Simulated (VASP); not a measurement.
Input of a VASP 6.6.1 run:

Contents of POSCAR:

```
PbO2
1.0
    0.0000000000      2.7019920000      2.7019920000
    2.7019920000      0.0000000000      2.7019920000
    2.7019920000      2.7019920000      0.0000000000
Pb O
1 2
Direct
    0.0000000000      0.0000000000      0.0000000000
    0.2500000000      0.2500000000      0.2500000000
    0.7500000000      0.7500000000      0.7500000000
```

Contents of INCAR.step1:

```
SYSTEM = PbO2
PREC     = Accurate       ! precision mode
ENCUT    = 520            ! plane-wave cutoff, eV
ISMEAR   = 0              ! smearing method
SIGMA    = 0.1            ! smearing width, eV
LREAL    = .FALSE.        ! projectors in reciprocal space
LASPH    = .TRUE.         ! aspherical terms in the spheres
NELM     = 100            ! most SCF steps
NBANDS   = 20             ! bands
GGA      = PE             ! functional
ALGO     = Normal         ! electronic algorithm
EDIFF    = 1E-4           ! SCF threshold, eV
LWAVE    = .TRUE.         ! write WAVECAR
LCHARG   = .FALSE.        ! write CHGCAR
```

File INCAR.step2:

```
SYSTEM = PbO2
PREC     = Accurate       ! precision mode
ENCUT    = 520            ! plane-wave cutoff, eV
EDIFF    = 1E-7           ! SCF threshold, eV
ISMEAR   = 0              ! smearing method
SIGMA    = 0.1            ! smearing width, eV
LREAL    = .FALSE.        ! projectors in reciprocal space
LASPH    = .TRUE.         ! aspherical terms in the spheres
NELM     = 100            ! most SCF steps
ALGO     = Normal         ! electronic algorithm
ISIF     = 2              ! what is computed and relaxed
LWAVE    = .FALSE.        ! write WAVECAR
LCHARG   = .TRUE.         ! write CHGCAR
METAGGA  = R2SCAN         ! meta-GGA
LMIXTAU  = .TRUE.       
LELF     = .TRUE.         ! ELF
LVHAR    = .TRUE.       
NBANDS   = 20             ! bands
ISTART   = 1
```

File KPOINTS:

```
regular mesh
0
G
  6 6 6
  0 0 0
```

Potentials or basis: VASP PAW PBE potentials, release 64 (Pb_d, O).

Run with:

```bash
$ cat potpaw_PBE.64/Pb_d/POTCAR potpaw_PBE.64/O/POTCAR > POTCAR
$ cp INCAR.step1 INCAR
$ mpirun -np 1 vasp_std > vasp.out
$ cp INCAR.step2 INCAR
$ mpirun -np 1 vasp_std > vasp.out
```

(1) Predict the pressure.

(2) Estimate the band gap on the k mesh.

## Answers

(1) -6.1 GPa.

(2) zero (band 13 reaches 5.28 eV, above the bottom of band 14 at 4.06 eV).

Caveat: the PAW data sets were made with another functional, which shifts forces and pressure a little; spin-orbit coupling is left out, which moves the levels of the heavy elements.
